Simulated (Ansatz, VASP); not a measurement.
# Two plane-wave programs on Zr2H6Pb

Contents of INCAR:

```
PREC = Accurate
ENCUT = 600
EDIFF = 1E-6
ISMEAR = 0
SIGMA = 0.1
LREAL = False
LASPH = True
NELM = 80
ALGO = Normal
ISIF = 3
LWAVE = False
LCHARG = False
GGA = PE
IBRION = 2
NSW = 100
EDIFFG = -0.01
```

The input KPOINTS:

```
regular mesh
0
Gamma
  8 8 8
```

File POSCAR:

```
Zr2H6Pb
1.0
    0.0000000000      3.9368664725      3.9368664725
    3.9368664725      0.0000000000      3.9368664725
    3.9368664725      3.9368664725      0.0000000000
Zr H Pb
2 6 1
Direct
    0.7500000000      0.7500000000      0.7500000000
    0.2500000000      0.2500000000      0.2500000000
    0.5000000000      0.0000000000      0.0000000000
    0.0000000000      0.5000000000      0.5000000000
    0.0000000000      0.5000000000      0.0000000000
    0.5000000000      0.0000000000      0.5000000000
    0.0000000000      0.0000000000      0.5000000000
    0.5000000000      0.5000000000      0.0000000000
    0.0000000000      0.0000000000      0.0000000000
```

Input for Ansatz:

```yaml
crystal:
  lattice:
    - [0.0, 3.9368664725, 3.9368664725]
    - [3.9368664725, 0.0, 3.9368664725]
    - [3.9368664725, 3.9368664725, 0.0]
  atoms:
    - { symbol: Zr, position: [0.75, 0.75, 0.75] }
    - { symbol: Zr, position: [0.25, 0.25, 0.25] }
    - { symbol: H, position: [0.5, 0.0, 0.0] }
    - { symbol: H, position: [0.0, 0.5, 0.5] }
    - { symbol: H, position: [0.0, 0.5, 0.0] }
    - { symbol: H, position: [0.5, 0.0, 0.5] }
    - { symbol: H, position: [0.0, 0.0, 0.5] }
    - { symbol: H, position: [0.5, 0.5, 0.0] }
    - { symbol: Pb, position: [0.0, 0.0, 0.0] }
basis:
  ecutwfc: 420
kpoints:
  mp_grid: { grid: [8, 8, 8] }
hamiltonian:
  xc: pbe
scf:
  occupations: { method: gaussian, width: 0.1 }
output:
  forces: true
  stress: true
  eigenvalues: true
  write_density: true
  write_potential: true
  elf: true
  volumetric_format: npy
relax:
  adjacent_minimum: "off"
  f_tol: 0.01
  max_steps: 80
  cell: { stress_tol: 0.05 }
```

Change from the starting cell: ordered vacancies on the A sites of perovskite (Fm-3m, No. 225).

Alike in both runs: task relaxation of cell and atoms; functional PBE; k mesh 8 × 8 × 8; occupations gaussian, width 0.1 eV; no spin polarisation.

```csv
,VASP,Ansatz
version,VASP 6.6.1,Ansatz 0.2.0
potentials or method,"VASP PAW PBE potentials, release 64 (Zr_sv, H, Pb_d), cutoff 600 eV","scalar-relativistic, plane waves, PAW"
valence electrons in the cell,44,44
```

|  | VASP | Ansatz | Ansatz less VASP |
| --- | --- | --- | --- |
| gap on the k mesh at the Fermi level, each at its own relaxed structure (eV) | none | none | - |
| relaxed volume (Å³/atom) | 13.52 | 13.50 | -0.013 |
| relaxed cell length with the largest relative difference (Å) | 5.562 | 5.560 | -0.0018 |

A gap of «none» marks a metal or a gap that the smearing closes.

Neither program's run includes spin-orbit coupling.
